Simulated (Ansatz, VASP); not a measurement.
# Al3W in VASP and in Ansatz

INCAR

```
SYSTEM = Al3W
PREC = Accurate
ENCUT = 500
EDIFF = 1E-6
ISMEAR = 0
SIGMA = 0.1
LREAL = .FALSE.
LASPH = .TRUE.
NELM = 120
ALGO = Normal
ISIF = 2
LWAVE = .FALSE.
LCHARG = .FALSE.
GGA = PE
NBANDS = 20
GGA_COMPAT = .FALSE.
```

File KPOINTS:

```
Automatic mesh
0
G
  4 4 4
  0 0 0
```

Contents of POSCAR:

```
Al3W
1.0
    0.0000000000      3.2855538400      3.2855538400
    3.2855538400      0.0000000000      3.2855538400
    3.2855538400      3.2855538400      0.0000000000
Al W
3 1
Direct
    0.5000000000      0.5000000000      0.5000000000
    0.2500000000      0.2500000000      0.2500000000
    0.7500000000      0.7500000000      0.7500000000
    0.0000000000      0.0000000000      0.0000000000
```

Input for Ansatz:

```yaml
crystal:
  lattice:
    - [0.0, 3.28555384, 3.28555384]
    - [3.28555384, 0.0, 3.28555384]
    - [3.28555384, 3.28555384, 0.0]
  atoms:
    - { symbol: Al, position: [0.5, 0.5, 0.5] }
    - { symbol: Al, position: [0.25, 0.25, 0.25] }
    - { symbol: Al, position: [0.75, 0.75, 0.75] }
    - { symbol: W, position: [0.0, 0.0, 0.0] }
basis:
  ecutwfc: 420
kpoints:
  mp_grid: { grid: [4, 4, 4] }
hamiltonian:
  xc: pbe
scf:
  occupations: { method: gaussian, width: 0.1 }
  lower_state_search: "off"
output:
  forces: true
  stress: true
  eigenvalues: true
```

Change from the starting cell: species swapped into the Li3Sb type (Fm-3m, No. 225).

Alike in both runs: task single point; functional PBE; k mesh 4 × 4 × 4; occupations gaussian, width 0.1 eV; no spin polarisation.

```csv
,VASP,Ansatz
version,VASP 6.6.1,Ansatz 0.2.0
potentials or method,"VASP PAW PBE potentials, release 64 (Al, W_sv), cutoff 500 eV","scalar-relativistic, plane waves, PAW"
valence electrons in the cell,23,23
```

Ansatz gave:

* gap on the k mesh at the Fermi level (eV): none
* pressure (GPa): -13.5

Problem. What did VASP give for the same quantities?

Solution. gap on the k mesh at the Fermi level (eV): none; pressure (GPa): -13.4.

A gap of «none» marks a metal or a gap that the smearing closes. With one functional, cell and mesh, what is left measures potentials, basis and numerics.

The k mesh is coarse, so the values compare programs but aren't converged. Neither program's run includes spin-orbit coupling.
